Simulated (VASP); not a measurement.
GaP, 2 atoms in the cell. It takes space group F-43m (No. 216, cubic). Conventional cell: a = 5.451 Å, b = 5.451 Å, c = 5.451 Å, α = 90.00°, β = 90.00°, γ = 90.00°. Within 3.1 Å of Ga (site symmetry -43m) lie 4 P at 2.36 Å. P (site symmetry -43m) has 4 Ga at 2.36 Å within 3.1 Å. 

```yaml
Program: VASP 6.6.1
Task: single point
Functional: HSE06
Potentials_or_basis: VASP PAW PBE potentials, release 64 (Ga_d, P)
Cutoff: 520 eV
k_mesh: 4 × 4 × 4
Occupations: gaussian, width 0.01 eV
Spin: no spin polarisation
Dipole_correction: no
Grid_for_exact_exchange_PRECFOCK: Normal
Further_INCAR_settings: ALGO = Normal; EDIFF = 1e-06; NBANDS = 16
Share_of_exact_exchange: 0.25
Screening_parameter: 0.2079 1/Å
```

Potentials or basis: VASP PAW PBE potentials, release 64 (Ga_d, P).

The run is started by

```bash
$ cat potpaw_PBE.64/Ga_d/POTCAR potpaw_PBE.64/P/POTCAR > POTCAR
$ cp INCAR.step1 INCAR
$ mpirun -np 1 vasp_std > vasp.out
$ cp INCAR.step2 INCAR
$ mpirun -np 1 vasp_std > vasp.out
```

Hardware: 1 thread of Intel Xeon 8259CL (shared host).

**Question.** Estimate the wall time of this run.

**Answer.** Run time: 13 min on 1 thread of Intel Xeon 8259CL (shared host), peak memory 0.28 GiB. Counts: k points 8.
